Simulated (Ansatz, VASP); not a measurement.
ZnS in VASP and in Ansatz

INCAR

```
SYSTEM = ZnS
PREC     = Accurate       ! precision mode
ENCUT    = 520            ! plane-wave cutoff, eV
EDIFF    = 1E-6           ! SCF threshold, eV
ISMEAR   = 0              ! smearing method
SIGMA    = 0.05           ! smearing width, eV
LREAL    = .False.        ! projectors in reciprocal space
LASPH    = .True.         ! aspherical terms in the spheres
NELM     = 80             ! most SCF steps
ALGO     = Normal         ! electronic algorithm
ISIF     = 2              ! what is computed and relaxed
LWAVE    = .False.        ! write WAVECAR
LCHARG   = .False.        ! write CHGCAR
GGA      = PE             ! functional
NBANDS   = 46             ! bands
```

KPOINTS

```
Automatic mesh
0
Gamma
  9 9 4
  0 0 0
```

File POSCAR:

```
ZnS
1.0
    3.8899147833      0.0000000000      0.0000000000
   -1.9449573916      3.3687650209      0.0000000000
    0.0000000000      0.0000000000     11.9821045071
Zn S
4 4
Direct
    0.0000000000      0.0000000000      0.0000492057
    0.0000000000      0.0000000000      0.5000492057
    0.3333333333      0.6666666667      0.2500242903
    0.6666666667      0.3333333333      0.7500242903
    0.0000000000      0.0000000000      0.1872905901
    0.0000000000      0.0000000000      0.6872905901
    0.3333333333      0.6666666667      0.4376359138
    0.6666666667      0.3333333333      0.9376359138
```

Input for Ansatz:

```yaml
crystal:
  lattice:
    - [3.8899147833, 0.0, 0.0]
    - [-1.9449573916, 3.3687650209, 0.0]
    - [0.0, 0.0, 11.9821045071]
  atoms:
    - { symbol: Zn, position: [0.0, 0.0, 4.92057e-05] }
    - { symbol: Zn, position: [0.0, 0.0, 0.5000492057] }
    - { symbol: Zn, position: [0.3333333333, 0.6666666667, 0.2500242903] }
    - { symbol: Zn, position: [0.6666666667, 0.3333333333, 0.7500242903] }
    - { symbol: S, position: [0.0, 0.0, 0.1872905901] }
    - { symbol: S, position: [0.0, 0.0, 0.6872905901] }
    - { symbol: S, position: [0.3333333333, 0.6666666667, 0.4376359138] }
    - { symbol: S, position: [0.6666666667, 0.3333333333, 0.9376359138] }
basis:
  ecutwfc: 520.0
kpoints:
  mp_grid: { grid: [9, 9, 4] }
hamiltonian:
  xc: pbe
scf:
  occupations: { method: gaussian, width: 0.05 }
output:
  forces: true
  stress: true
  eigenvalues: true
```

Alike in both runs: task single point; functional PBE; k mesh 9 × 9 × 4; occupations gaussian, width 0.05 eV; no spin polarisation.

|  | VASP | Ansatz |
| --- | --- | --- |
| version | VASP 6.6.1 | Ansatz 0.2.0 |
| potentials or method | VASP PAW PBE potentials, release 64 (Zn, S), cutoff 520 eV | scalar-relativistic, plane waves, PAW |
| valence electrons in the cell | 72 | 72 |

```tsv
	VASP	Ansatz	Ansatz less VASP
gap on the k mesh at the Fermi level (eV)	2.10	2.09	-0.002
least direct gap on the mesh (eV)	2.10	2.09	-0.002
pressure (GPa)	2.7	2.5	-0.16
traceless stress, the component that is largest in VASP (GPa)	6.31	6.27	-0.035
rms of the force components (eV/Å)	0.300	0.297	-0.0031
```

Atom by atom the forces differ by 0.003 eV/Å (rms over components). The functional is the same, so the differences come from potentials, cutoffs and numerics.
